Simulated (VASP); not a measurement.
Input of a VASP 6.6.1 run:

File INCAR:

```
SYSTEM = SiO2
PREC = Accurate
ENCUT = 520
EDIFF = 1E-6
ISMEAR = 0
SIGMA = 0.1
LREAL = .False.
LASPH = .True.
NELM = 100
ALGO = Normal
ISIF = 2
LWAVE = .False.
LCHARG = .False.
GGA = PE
NBANDS = 34
```

KPOINTS

```
Automatic mesh
0
Gamma
  3 3 4
  0 0 0
```

POSCAR

```
SiO2
1.0
    5.1058119193      0.0000000000      0.0000000000
   -2.5529059596      4.4217628291      0.0000000000
    0.0000000000      0.0000000000      5.5853034875
Si O
3 6
Direct
    1.0000000000      0.5000000000      0.8333333333
    0.5000000000      0.5000000000      0.1666666667
    0.5000000000      0.0000000000      0.5000000000
    0.7919260463      0.5838520926      0.0000000000
    0.2080739537      0.4161479074      0.0000000000
    0.7919260463      0.2080739537      0.6666666667
    0.2080739537      0.7919260463      0.6666666667
    0.4161479074      0.2080739537      0.3333333333
    0.5838520926      0.7919260463      0.3333333333
```

Potentials or basis: VASP PAW PBE potentials, release 64 (Si, O).

Run with:

```sh
$ cat potpaw_PBE.64/Si/POTCAR potpaw_PBE.64/O/POTCAR > POTCAR
$ mpirun -np 1 vasp_std > vasp.out
```

(1) Estimate the pressure.

(2) Estimate the largest force.

## Answers

(1) 0.1 GPa.

(2) 0.009 eV/Å.

Caveat: the k points lie up to 0.47 Å⁻¹ apart.
